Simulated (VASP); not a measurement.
A run of VASP 6.6.1 is set up as follows.

File INCAR:

```
ALGO     = Normal         # electronic algorithm
EDIFF    = 1E-6           # SCF threshold, eV
ENCUT    = 520            # plane-wave cutoff, eV
GGA      = PS             # functional
ISIF     = 2              # what is computed and relaxed
ISMEAR   = 0              # smearing method
LASPH    = True           # aspherical terms in the spheres
LCHARG   = False          # write CHGCAR
LREAL    = False          # projectors in reciprocal space
LWAVE    = False          # write WAVECAR
NBANDS   = 14             # bands
NELM     = 60             # most SCF steps
PREC     = Accurate       # precision mode
SIGMA    = 0.15           # smearing width, eV
```

The input KPOINTS:

```
k-points
0
Gamma
  18 18 18
```

POSCAR

```
HfC
1.0
    0.0435937500      2.3250000000      2.3250000000
    2.3685937500      0.0000000000      2.3685937500
    2.3250000000      2.3250000000      0.0435937500
Hf C
1 1
Direct
    0.5000000000      0.5000000000      0.5000000000
    0.0000000000      0.0000000000      0.0000000000
```

Potentials or basis: VASP PAW PBE potentials, release 64 (Hf_pv, C).

Command:

```sh
$ cat potpaw_PBE.64/Hf_pv/POTCAR potpaw_PBE.64/C/POTCAR > POTCAR
$ mpirun -np 1 vasp_std > vasp.out
```

(1) Predict the pressure.

(2) Predict the band gap on the k mesh.

Answers

(1) -6.9 GPa.

(2) zero (band 7 reaches 6.89 eV, above the bottom of band 8 at 5.41 eV).

Caveat: the cell differs from its parent crystal (strain +0.0375 x Voigt [0, 0, 0, 0, 1, 0]); the PAW data sets were made with another functional, which shifts forces and pressure a little; spin-orbit coupling is left out, which moves the levels of the heavy elements.
